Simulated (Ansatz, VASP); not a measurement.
# HfO2 in VASP and in Ansatz

```
Hf O
1.0
     0.00000    2.55750    2.63422
     2.55750    0.00000    2.63422
     2.55750    2.55750    0.00000
Hf O
1 2
Direct
  0.00000 0.00000 0.00000
  0.25000 0.25000 0.25000
  0.75000 0.75000 0.75000
```

Change from the starting cell: z stretched by +3 %, ions relaxed.

Alike in both runs: task relaxation of the atoms; functional PBE; k mesh 10 × 10 × 10; occupations fermi-dirac, width 0.02 eV; no spin polarisation.

|  | VASP | Ansatz |
| --- | --- | --- |
| version | VASP 6.6.1 | Ansatz 0.2.0 |
| potentials or method | VASP PAW PBE potentials, release 64 (Hf_pv, O) | plane-wave PAW, scalar-relativistic |
| plane-wave cutoff (eV) | 520 | 420 |
| valence electrons in the cell | 22 | 38 |

```csv
,VASP,Ansatz,Ansatz less VASP
"gap on the k mesh at the Fermi level, each at its own relaxed structure (eV)",3.44,3.45,+0.015
```

VASP's potentials hold 22 valence electrons a cell and Ansatz's 38, so a difference there can come from the potentials and not from the codes. Ansatz's warnings: stress scf threshold loose.

Spin-orbit coupling is off throughout. Noted on VASP's run: the relaxation stopped at its first step, so nothing moved.
